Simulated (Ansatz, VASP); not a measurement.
## One calculation of NbTe4Mo, two programs

The input INCAR:

```
SYSTEM = NbTe4Mo
PREC = Accurate
ENCUT = 520
EDIFF = 1E-6
ISMEAR = 0
SIGMA = 0.1
LREAL = .FALSE.
LASPH = .TRUE.
NELM = 150
ALGO = Normal
ISIF = 2
LWAVE = .FALSE.
LCHARG = .FALSE.
ISPIN = 2
MAGMOM = 1 0 0 0 0 1
LORBIT = 11
LMAXMIX = 4
GGA = PE
NBANDS = 38
```

KPOINTS

```
regular mesh
0
G
  6 6 2
  0 0 0
```

The input POSCAR:

```
NbTe4Mo
1.0
    3.6233800000      0.0000000000      0.0000000000
   -1.8116900000      3.1379392000      0.0000000000
    0.0000000000      0.0000000000     14.7358984000
Nb Te Mo
1 4 1
Direct
    0.0000000000      0.0000000000      0.0000000000
    0.0000000000      0.0000000000      0.3789820000
    0.3333333000      0.6666667000      0.8732770000
    0.0000000000      0.0000000000      0.6210180000
    0.3333333000      0.6666667000      0.1267230000
    0.3333333000      0.6666667000      0.5000000000
```

Input for Ansatz:

```yaml
crystal:
  lattice:
    - [3.62338, 0.0, 0.0]
    - [-1.81169, 3.1379392, 0.0]
    - [0.0, 0.0, 14.7358984]
  atoms:
    - { symbol: Nb, position: [0.0, 0.0, 0.0], spin: 1.0 }
    - { symbol: Te, position: [0.0, 0.0, 0.378982] }
    - { symbol: Te, position: [0.3333333, 0.6666667, 0.873277] }
    - { symbol: Te, position: [0.0, 0.0, 0.621018] }
    - { symbol: Te, position: [0.3333333, 0.6666667, 0.126723] }
    - { symbol: Mo, position: [0.3333333, 0.6666667, 0.5], spin: 1.0 }
basis:
  ecutwfc: 420
kpoints:
  mp_grid: { grid: [6, 6, 2] }
hamiltonian:
  xc: pbe
scf:
  occupations: { method: gaussian, width: 0.1 }
  lower_state_search: "off"
output:
  forces: true
  stress: true
  eigenvalues: true
  populations: true
magnetization:
  spin_polarized: true
```

Alike in both runs: task single point; functional PBE; k mesh 6 × 6 × 2; occupations gaussian, width 0.1 eV; collinear spin.

|  | VASP | Ansatz |
| --- | --- | --- |
| version | VASP 6.6.1 | Ansatz 0.2.0 |
| potentials or method | VASP PAW PBE potentials, release 64 (Nb_sv, Te, Mo_sv), cutoff 520 eV | scalar-relativistic, plane waves, PAW |
| valence electrons in the cell | 51 | 91 |

VASP gave:

| Item | Value |
| --- | --- |
| gap on the k mesh at the Fermi level (eV) | none |
| pressure (GPa) | 0.1 |
| rms of the force components (eV/Å) | 0.006 |
| net moment per atom (μB) | 0.06 |
| size of the moment on the site where the two differ most (μB) | 0.24 |

Q: Estimate Ansatz's values.

A: gap on the k mesh at the Fermi level (eV): none; pressure (GPa): 0.1; rms of the force components (eV/Å): 0.002; net moment per atom (μB): 0.06; size of the moment on the site where the two differ most (μB): 0.24.

Site moments also hang on the region over which each program counts them. Atom by atom the forces differ by 0.005 eV/Å (rms over components). A gap of «none» marks a metal or a gap that the smearing closes. The functional is the same, so the differences come from potentials, cutoffs and numerics. VASP's potentials hold 51 valence electrons a cell and Ansatz's 91, so a difference there can come from the potentials and not from the codes.

Spin-orbit coupling is off throughout.
